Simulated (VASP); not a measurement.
Wanted: the native input for a VASP 6.6.1 run.

* Task: single point
* Functional: r2SCAN
* Potentials or basis: VASP PAW PBE potentials, release 64 (Al, Ga_d, N)
* Cutoff: 520 eV
* k mesh: 6 × 6 × 6
* Occupations: gaussian, width 0.05 eV
* Spin: no spin polarisation
* Dipole correction: no
* Further INCAR settings: ALGO = Normal; EDIFF = 1e-06; NBANDS = 31

The system is Al3GaN4.

```
CELL_PARAMETERS angstrom
4.40144 0.00000 0.00000
0.00000 4.40144 0.00000
0.00000 0.00000 4.40144
ATOMIC_POSITIONS crystal
Al 0.50628 0.50760 0.98887
Al 0.48485 0.98626 0.51722
Al 0.99072 0.52171 0.50906
Ga 0.00315 0.99689 0.97997
N 0.74149 0.74474 0.25452
N 0.74048 0.25278 0.73724
N 0.26688 0.72822 0.75506
N 0.26614 0.26181 0.25806
```

This cell differs from its parent crystal: atoms moved at random.

The input as run:

POSCAR

```
Al3GaN4
1.0
    4.4014385300      0.0000000000      0.0000000000
    0.0000000000      4.4014385300      0.0000000000
    0.0000000000      0.0000000000      4.4014385300
Al Ga N
3 1 4
Direct
    0.5062818844      0.5075990083     -0.0111250078
    0.4848482492     -0.0137435549      0.5172222616
   -0.0092803899      0.5217061949      0.5090619853
    0.0031513828     -0.0031137273     -0.0200339670
    0.7414941331      0.7447378726      0.2545152575
    0.7404845452      0.2527809870      0.7372401986
    0.2668766017      0.7282229023      0.7550599041
    0.2661435935      0.2618103171      0.2580593677
```

INCAR.step1

```
PREC = Accurate ; ENCUT = 520
ISMEAR = 0 ; SIGMA = 0.05
LREAL = F ; LASPH = T
NELM = 60 ; NBANDS = 31
GGA = PE ; ALGO = Normal
EDIFF = 1E-4 ; LWAVE = T
LCHARG = F
```

INCAR.step2

```
PREC = Accurate ; ENCUT = 520
EDIFF = 1E-6 ; ISMEAR = 0
SIGMA = 0.05 ; LREAL = F
LASPH = T ; NELM = 60
ALGO = Normal ; ISIF = 2
LWAVE = F ; LCHARG = F
METAGGA = R2SCAN ; LMIXTAU = T
NBANDS = 31 ; ISTART = 1
```

KPOINTS

```
Automatic mesh
0
Gamma
  6 6 6
```

Potentials or basis: VASP PAW PBE potentials, release 64 (Al, Ga_d, N).

Command:

```bash
$ cat potpaw_PBE.64/Al/POTCAR potpaw_PBE.64/Ga_d/POTCAR potpaw_PBE.64/N/POTCAR > POTCAR
$ cp INCAR.step1 INCAR
$ mpirun -np 1 vasp_std > vasp.out
$ cp INCAR.step2 INCAR
$ mpirun -np 1 vasp_std > vasp.out
```

It gave:

```json
{"Pressure": "1.3 GPa", "Largest force": "3.294 eV/Å", "Band gap on the k mesh": "2.76 eV (least direct gap 2.81 eV)"}
```

Caveat: the cell differs from its parent crystal (atoms moved at random); the PAW data sets were made with another functional, which shifts forces and pressure a little.

Run time: 34 min on 1 thread of Oxide Virtual Turin-like Processor, on a shared host, peak memory 0.36 GiB.
